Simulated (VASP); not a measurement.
# Ga2C3 (P-3m1) in VASP: notebook

The runs below take Ga2C3 through single point, relaxation of cell and atoms, with PBE.

Program: VASP 6.6.1. These are calculated values, not measurements. Logs are shortened: lines on timing, memory, paths and dates and some standing lists are left out, and cuts for length are marked.

## 1. The cell of the first run

The structure is trigonal, space group P-3m1 (No. 164). The conventional cell has a = 3.476 Å, b = 3.476 Å, c = 5.408 Å, α = 90.00°, β = 90.00°, γ = 120.00°. Ga (site symmetry 3m) has 7 C at 2.09 to 2.40 Å within 2.8 Å. C (site symmetry -3m) has 6 Ga at 2.40 Å and 6 C at 2.78 Å within 3.2 Å. Within 2.8 Å of C (site symmetry 3m) lie 4 Ga at 2.09 to 2.16 Å and 6 C at 2.55 to 2.78 Å.

## 2. Single point, PBE

The input, INCAR:

```
PREC = Accurate
ENCUT = 520
EDIFF = 1E-6
ISMEAR = 0
SIGMA = 0.1
LREAL = F
LASPH = T
NELM = 100
ALGO = Normal
ISIF = 2
LWAVE = F
LCHARG = T
GGA = PE
LELF = T
LVHAR = T
NBANDS = 27
```

The input, KPOINTS:

```
regular mesh
0
Gamma
  6 6 4
```

The input, POSCAR:

```
Ga2C3
1.0
    3.4756830189      0.0000000000      0.0000000000
   -1.7378415094      3.0100297898      0.0000000000
    0.0000000000      0.0000000000      5.4075981994
Ga C
2 3
Direct
    0.3333333333      0.6666666667      0.2450000000
    0.6666666667      0.3333333333      0.7550000000
    0.0000000000      0.0000000000      0.0000000000
    0.3333333333      0.6666666667      0.6450000000
    0.6666666667      0.3333333333      0.3550000000
```

Potentials or basis: VASP PAW PBE potentials, release 64 (Ga_d, C).

The run is started by

```
$ cat potpaw_PBE.64/Ga_d/POTCAR potpaw_PBE.64/C/POTCAR > POTCAR
$ mpirun -np 1 vasp_std > vasp.out
```

OUTCAR:

```text
PREC = Accurate
   ENCUT = 520
   EDIFF = 1E-6
   ISMEAR = 0
   LREAL = F
   LASPH = T
   NELM = 100
   ISIF = 2
   GGA = PE

 ion  position               nearest neighbor table
   1  0.333  0.667  0.245-   5 2.09   5 2.09   5 2.09   4 2.16   3 2.40   3 2.40   3 2.40
   2  0.667  0.333  0.755-   4 2.09   4 2.09   4 2.09   5 2.16   3 2.40   3 2.40   3 2.40
   3  0.000  0.000  0.000-   1 2.40   2 2.40   1 2.40   2 2.40   2 2.40   1 2.40
   4  0.333  0.667  0.645-   2 2.09   2 2.09   2 2.09   1 2.16
   5  0.667  0.333  0.355-   1 2.09   1 2.09   1 2.09   2 2.16

  LATTYP: Found a hexagonal cell.
 ALAT       =     3.4756830189
 C/A-ratio  =     1.5558375634

  Lattice vectors:

 A1 = (   3.4756830189,   0.0000000000,   0.0000000000)
 A2 = (  -1.7378415094,   3.0100297898,   0.0000000000)
 A3 = (   0.0000000000,   0.0000000000,   5.4075981994)

Analysis of symmetry for initial positions (statically):
=====================================================================
 Subroutine PRICEL returns:
 Original cell was already a primitive cell.

 Routine SETGRP: Setting up the symmetry group for a
 hexagonal supercell.

 Subroutine GETGRP returns: Found 12 space group operations
 (whereof 12 operations were pure point group operations)
 out of a pool of 24 trial point group operations.

The static configuration has the point symmetry D_3d.

Analysis of symmetry for dynamics (positions and initial velocities):
=====================================================================
 Subroutine PRICEL returns:
 Original cell was already a primitive cell.

 Routine SETGRP: Setting up the symmetry group for a
 hexagonal supercell.

 Subroutine GETGRP returns: Found 12 space group operations
 (whereof 12 operations were pure point group operations)
 out of a pool of 24 trial point group operations.

The dynamic configuration has the point symmetry D_3d.

 Subroutine INISYM returns: Found 12 space group operations
 (whereof 12 operations are pure point group operations),
 and found     1 'primitive' translations

----------------------------------------------------------------------------------------

                                     Primitive cell

  volume of cell :      56.5738

  direct lattice vectors                    reciprocal lattice vectors
     3.475683019  0.000000000  0.000000000     0.287713234  0.166111313  0.000000000
    -1.737841509  3.010029790  0.000000000     0.000000000  0.332222626  0.000000000
     0.000000000  0.000000000  5.407598199     0.000000000  0.000000000  0.184924982

  length of vectors
     3.475683019  3.475683019  5.407598199     0.332222626  0.332222626  0.184924982

  position of ions in fractional coordinates (direct lattice)
     0.333333333  0.666666667  0.245000000
     0.666666667  0.333333333  0.755000000
     0.000000000  0.000000000  0.000000000
     0.333333333  0.666666667  0.645000000
     0.666666667  0.333333333  0.355000000

  ion indices of the primitive-cell ions
   primitive index   ion index
                 1           1
                 2           2
                 3           3
                 4           4
                 5           5

----------------------------------------------------------------------------------------

 KPOINTS: regular mesh

Automatic generation of k-mesh.
 Grid dimensions read from file:
 generate k-points for:    6    6    4

 Generating k-lattice:

  Cartesian coordinates                     Fractional coordinates (reciprocal lattice)
     0.047952206  0.027685219  0.000000000     0.166666667  0.000000000  0.000000000
     0.000000000  0.055370438  0.000000000     0.000000000  0.166666667  0.000000000
     0.000000000  0.000000000  0.046231246     0.000000000  0.000000000  0.250000000

  Length of vectors
     0.055370438  0.055370438  0.046231246

  Shift w.r.t. Gamma in fractional coordinates (k-lattice)
     0.000000000  0.000000000  0.000000000

 Subroutine IBZKPT returns following result:
 ===========================================

 Found     24 irreducible k-points:

 Following reciprocal coordinates:
            Coordinates               Weight
  0.000000  0.000000  0.000000      1.000000
  0.166667 -0.000000  0.000000      6.000000
  0.333333 -0.000000  0.000000      6.000000
  0.500000 -0.000000  0.000000      3.000000
  0.166667  0.166667  0.000000      6.000000
  0.333333  0.166667  0.000000     12.000000
[... 16 lines left out ...]
  0.333333  0.166667  0.500000     12.000000
  0.333333  0.333333  0.500000      2.000000
   k-points           NKPTS =     24   k-points in BZ     NKDIM =     24   number of bands    NBANDS=     27
   number of dos      NEDOS =    301   number of ions     NIONS =      5
   total plane-waves  NPLWV =  31360
   dimension x,y,z NGX =    28 NGY =   28 NGZ =   40
   dimension x,y,z NGXF=    56 NGYF=   56 NGZF=   80
   ions per type =               2   3
   NGX,Y,Z   is equivalent  to a cutoff of  13.39, 13.39, 12.30 a.u.
   NGXF,Y,Z  is equivalent  to a cutoff of  26.79, 26.79, 24.59 a.u.
 SYSTEM =  unknown system
   PREC   = accura    normal or accurate (medium, high low for compatibility)
   ISTART =      0    job   : 0-new  1-cont  2-samecut
   ICHARG =      2    charge: 1-file 2-atom 10-const
   ISPIN  =      1    spin polarized calculation?
   LNONCOLLINEAR =      F non collinear calculations
   LSORBIT =      F    spin-orbit coupling
   LASPH  =      T    aspherical Exc in radial PAW
   ENCUT  =  520.0 eV  38.22 Ry    6.18 a.u.   6.46  6.46 10.05*2*pi/ulx,y,z
   NELM   =    100;   NELMIN=  2; NELMDL= -5     # of ELM steps
   EDIFF  = 0.1E-05   stopping-criterion for ELM
   LREAL  =      F    real-space projection
   EDIFFG = 0.1E-04   stopping-criterion for IOM
   NSW    =      0    number of steps for IOM
   IBRION =     -1    ionic relax: 0-MD 1-quasi-New 2-CG
   NFREE  =      0    steps in history (QN), initial steepest desc. (CG)
   ISIF   =      2    stress and relaxation
   ISYM   =      2    0-nonsym 1-usesym 2-fastsym
   POTIM  = 0.5000    time-step for ionic-motion
   TEBEG  =    0.0;   TEEND  =   0.0 temperature during run
   PSTRESS=    0.0 pullay stress
   NELECT =      38.0000    total number of electrons
   NUPDOWN=      -1.0000    fix difference up-down
   EMIN   =  10.00;   EMAX   =-10.00  energy-range for DOS
   EFERMI =   0.00;   METHOD = LEGACY
   ISMEAR =     0;   SIGMA  =   0.10  broadening in eV -4-tet -1-fermi 0-gaus
   EFERMI_NEDOS =   21; number of points for ismear=-14 and -15
   IALGO  =     38    algorithm
   IMIX   =      4    mixing-type and parameters
     AMIX     =   0.40;   BMIX     =  1.00
     AMIX_MAG =   1.60;   BMIX_MAG =  1.00
  volume/ion in A,a.u.               =      11.31        76.36
  Fermi-wavevector in a.u.,A,eV,Ry     =   1.433720  2.709337 27.967484  2.055552
  Thomas-Fermi vector in A             =   2.553207
   LORBIT       =      0    0 simple, 1 ext, 2 COOP (PROOUT), +10 PAW based schemes
   GGA     = PE    functional components
   LHFCALC =     F    Hartree Fock is set to
   AEXX    =    0.0000 exact exchange contribution
   IVDW    =     0    specifies the selected vdW correction
   LEPSILON=     F    determine dielectric tensor
   LRPA    =     F    only Hartree local field effects (RPA)
 non-spin polarized calculation
 Gauss-broadening in eV      SIGMA  =   0.10
  energy-cutoff  :      520.00
  volume of cell :       56.57
 maximum number of plane-waves:      1550
 NGX is ok and might be reduce to    28
   NGX = 13   NGY = 13   NGZ = 21

 number of electron      37.9999981 magnetization

 Free energy of the ion-electron system (eV)
  ---------------------------------------------------
  ext. energy  EPLUGINS =         0.00000000
  ---------------------------------------------------
  free energy    TOTEN  =       -23.38178173 eV

  energy without entropy =      -23.37354645  energy(sigma->0) =      -23.37766409

 E-fermi :   5.9605     XC(G=0): -11.7136

 val. band max:        5.9089372814   @ k =   0.1667   0.1667   0.2500
 cond. band min:       6.0270296093   @ k =   0.1667  -0.0000   0.0000
 fundamental gap:      0.1180923279
 Fermi energy:         5.9604729075

 k-point     1 :       0.0000    0.0000    0.0000
  band No.  band energies     occupation
      1      -8.8876      2.00000
      2      -8.8308      2.00000
      3      -8.6711      2.00000
      4      -8.6473      2.00000
      5      -8.6473      2.00000
      6      -8.6308      2.00000
[... 19 lines left out ...]
     26      13.6927      0.00000
     27      13.7037      0.00000

 k-point     2 :       0.1667   -0.0000    0.0000
  band No.  band energies     occupation
      1      -8.8749      2.00000
      2      -8.7700      2.00000
      3      -8.6678      2.00000
      4      -8.6438      2.00000
      5      -8.6431      2.00000
      6      -8.5980      2.00000
[... 19 lines left out ...]
     26      13.6550      0.00000
     27      14.1328      0.00000

 k-point     3 :       0.3333   -0.0000    0.0000
  band No.  band energies     occupation
      1      -8.9067      2.00000
      2      -8.8396      2.00000
      3      -8.6541      2.00000
      4      -8.6489      2.00000
      5      -8.6217      2.00000
      6      -8.5385      2.00000
[... 19 lines left out ...]
     26      15.2687      0.00000
     27      15.4422      0.00000

 k-point     4 :       0.5000   -0.0000    0.0000
  band No.  band energies     occupation
      1      -8.9443      2.00000
      2      -8.8666      2.00000
      3      -8.6554      2.00000
      4      -8.6522      2.00000
      5      -8.6159      2.00000
      6      -8.5286      2.00000
[... 19 lines left out ...]
     26      16.5558      0.00000
     27      17.3628      0.00000
[... 516 lines left out ...]
      4      -8.6747      2.00000
      5      -8.6238      2.00000
      6      -8.5574      2.00000
[... 19 lines left out ...]
     26      14.3403      0.00000
     27      15.4460      0.00000

 k-point    23 :       0.3333    0.1667    0.5000
  band No.  band energies     occupation
      1      -8.8837      2.00000
      2      -8.8506      2.00000
      3      -8.6587      2.00000
      4      -8.6293      2.00000
      5      -8.6089      2.00000
      6      -8.5765      2.00000
[... 19 lines left out ...]
     26      15.2549      0.00000
     27      16.0474      0.00000

 k-point    24 :       0.3333    0.3333    0.5000
  band No.  band energies     occupation
      1      -8.8482      2.00000
      2      -8.8482      2.00000
      3      -8.6967      2.00000
      4      -8.6212      2.00000
      5      -8.5969      2.00000
      6      -8.5969      2.00000
[... 19 lines left out ...]
     26      15.3139      0.00000
     27      15.6688      0.00000

------------------------ aborting loop because EDIFF is reached ----------------------------------------

  FORCE on cell =-STRESS in cart. coord.  units (eV):
  Direction    XX          YY          ZZ          XY          YZ          ZX
  --------------------------------------------------------------------------------------
  -------------------------------------------------------------------------------------
  Total       -1.8281223     -1.8281223      2.3896807     -0.0000000     -0.0000000      0.0000000
  in kB      -51.7726580    -51.7726580     67.6760646     -0.0000000     -0.0000000      0.0000000
  external PRESSURE =     -11.9564171 kB  Pullay stress =       0.0000000 kB

 VOLUME and BASIS-vectors are now :
 -----------------------------------------------------------------------------
  energy-cutoff  :      520.00
  volume of cell :       56.57
      direct lattice vectors                 reciprocal lattice vectors
     3.475683019  0.000000000  0.000000000     0.287713234  0.166111313  0.000000000
    -1.737841509  3.010029790  0.000000000     0.000000000  0.332222626  0.000000000
     0.000000000  0.000000000  5.407598199     0.000000000  0.000000000  0.184924982

 POSITION                                       TOTAL-FORCE (eV/Angst)
 -----------------------------------------------------------------------------------
     -0.00000      2.00669      1.32486        -0.000000      0.000000     -0.673396
      1.73784      1.00334      4.08274         0.000000      0.000000      0.673396
      0.00000      0.00000      0.00000         0.000000      0.000000     -0.000000
     -0.00000      2.00669      3.48790        -0.000000     -0.000000      0.932851
      1.73784      1.00334      1.91970         0.000000      0.000000     -0.932851
 -----------------------------------------------------------------------------------
    total drift:                                0.000000     -0.000000      0.000000

  FREE ENERGIE OF THE ION-ELECTRON SYSTEM (eV)
  ---------------------------------------------------
  free  energy   TOTEN  =       -23.3817817306 eV

  energy  without entropy=      -23.3735464474  energy(sigma->0) =      -23.37766409
```

Wall time 25 s (1 thread of AMD EPYC 9R45 (Zen 5), shared host); peak memory 0.16 GiB.

Results:

* Free energy: -23.3818 eV
* Pressure: -1.2 GPa
* Largest force: 0.933 eV/Å
* Band gap on the k mesh: zero (band 19 reaches 6.18 eV, above the bottom of band 20 at 5.37 eV)

Forces on the atoms (eV/Å):
```
Ga   0.000  0.000 -0.673
Ga   0.000  0.000  0.673
C    0.000  0.000  0.000
C    0.000  0.000  0.933
C    0.000  0.000 -0.933
```

Levels at points of the mesh, in eV from the Fermi level:
| k point | band 15 | band 16 | band 17 | band 18 | band 19 | band 20 | band 21 | band 22 | band 23 | band 24 |
| --- | --- | --- | --- | --- | --- | --- | --- | --- | --- | --- |
| (0.00, 0.00, 0.00) | -1.76 | -1.76 | -1.48 | -0.36 | -0.36 | 0.59 | 0.59 | 1.33 | 4.37 | 5.57 |
| (0.50, 0.00, 0.00) | -5.89 | -5.32 | -4.06 | -0.55 | 0.10 | 0.17 | 0.25 | 1.37 | 2.39 | 7.28 |
| (0.00, 0.00, 0.50) | -1.61 | -1.61 | -0.99 | -0.20 | -0.20 | 0.23 | 0.23 | 0.70 | 4.08 | 5.92 |
| (0.50, 0.00, 0.50) | -3.89 | -3.23 | -2.61 | -2.61 | -1.47 | -0.59 | 1.77 | 2.24 | 3.01 | 4.71 |

## 3. Single point, PBE

This run uses another cell than the first one, of 11.44 Å³/atom, 1.011 times its volume.

The input, INCAR:

```
  PREC = Accurate
  ENCUT = 520
  EDIFF = 1E-7
  ISMEAR = 0
  SIGMA = 0.1
  LREAL = False
  LASPH = True
  NELM = 80
  ALGO = Normal
  ISIF = 2
  LWAVE = False
  LCHARG = False
  GGA = PE
  NBANDS = 27
```

KPOINTS is that of step 2.

The input, POSCAR:

```
Ga2C3
1.0
    3.4617537434      0.0000000000      0.0000000000
   -1.7308768717      2.9979666835      0.0000000000
    0.0000000000      0.0000000000      5.5113588299
Ga C
2 3
Direct
    0.3333333333      0.6666666667      0.2864754829
    0.6666666667      0.3333333333      0.7135245171
    0.0000000000      0.0000000000      0.0000000000
    0.3333333333      0.6666666667      0.7280162158
    0.6666666667      0.3333333333      0.2719837842
```

Potentials or basis: VASP PAW PBE potentials, release 64 (Ga_d, C).

The run is started by

```
$ cat potpaw_PBE.64/Ga_d/POTCAR potpaw_PBE.64/C/POTCAR > POTCAR
$ mpirun -np 1 vasp_std > vasp.out
```

Wall time 25 s (1 thread of AMD EPYC 9R45 (Zen 5), shared host); peak memory 0.16 GiB.

The run converged. Its results:

| Property | Result |
| --- | --- |
| Free energy | -23.9340 eV |
| Pressure | 0.1 GPa |
| Largest force | 0.035 eV/Å |
| Band gap on the k mesh | zero (band 19 reaches 5.81 eV, above the bottom of band 20 at 5.78 eV) |

Forces on the atoms (eV/Å):
```
Ga   0.000  0.000 -0.035
Ga   0.000  0.000  0.035
C    0.000  0.000  0.000
C    0.000  0.000 -0.008
C    0.000  0.000  0.008
```

Stress tensor (GPa, compression positive):
```
 0.14  0.00  0.00
 0.00  0.14  0.00
 0.00  0.00 -0.11
```

Levels at points of the mesh, in eV from the Fermi level:
| k point | band 15 | band 16 | band 17 | band 18 | band 19 | band 20 | band 21 | band 22 | band 23 | band 24 |
| --- | --- | --- | --- | --- | --- | --- | --- | --- | --- | --- |
| (0.00, 0.00, 0.00) | -1.19 | -1.19 | -1.19 | -0.98 | -0.98 | 0.59 | 0.59 | 1.94 | 3.79 | 4.92 |
| (0.50, 0.00, 0.00) | -5.51 | -4.56 | -4.02 | -1.62 | -0.19 | 0.22 | 1.13 | 2.79 | 2.95 | 7.15 |
| (0.00, 0.00, 0.50) | -1.22 | -1.22 | -0.43 | -0.43 | -0.05 | -0.05 | 0.53 | 0.68 | 3.34 | 5.97 |
| (0.50, 0.00, 0.50) | -4.26 | -3.39 | -2.76 | -2.24 | -1.02 | -0.02 | 1.83 | 2.10 | 3.85 | 4.90 |

(Part 1 of 2 ends here.)
